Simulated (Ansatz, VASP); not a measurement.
LiBr in VASP and in Ansatz

```
CELL_PARAMETERS angstrom
0.00000 2.55732 2.55732
2.55732 0.00000 2.55732
2.55732 2.55732 0.00000
ATOMIC_POSITIONS crystal
Li 0.00000 0.00000 0.00000
Br 0.50000 0.50000 0.50000
```

Change from the starting cell: volume scaled by 0.8, PAW files.

Alike in both runs: task single point; functional PBE; k mesh 13 × 13 × 13; occupations fermi-dirac, width 0.05 eV; no spin polarisation.

|  | VASP | Ansatz |
| --- | --- | --- |
| version | VASP 6.6.1 | Ansatz 0.2.0 |
| potentials or method | VASP PAW PBE potentials, release 64 (Li_sv, Br) | PAW with Ansatz's default frozen-core files, scalar-relativistic |
| plane-wave cutoff (eV) | 750 | 420 |
| valence electrons in the cell | 10 | 10 |

|  | VASP | Ansatz | Ansatz less VASP |
| --- | --- | --- | --- |
| gap on the k mesh at the Fermi level (eV) | 5.72 | 5.73 | +0.003 |
| pressure (GPa) | 9.3 | 9.4 | +0.10 |
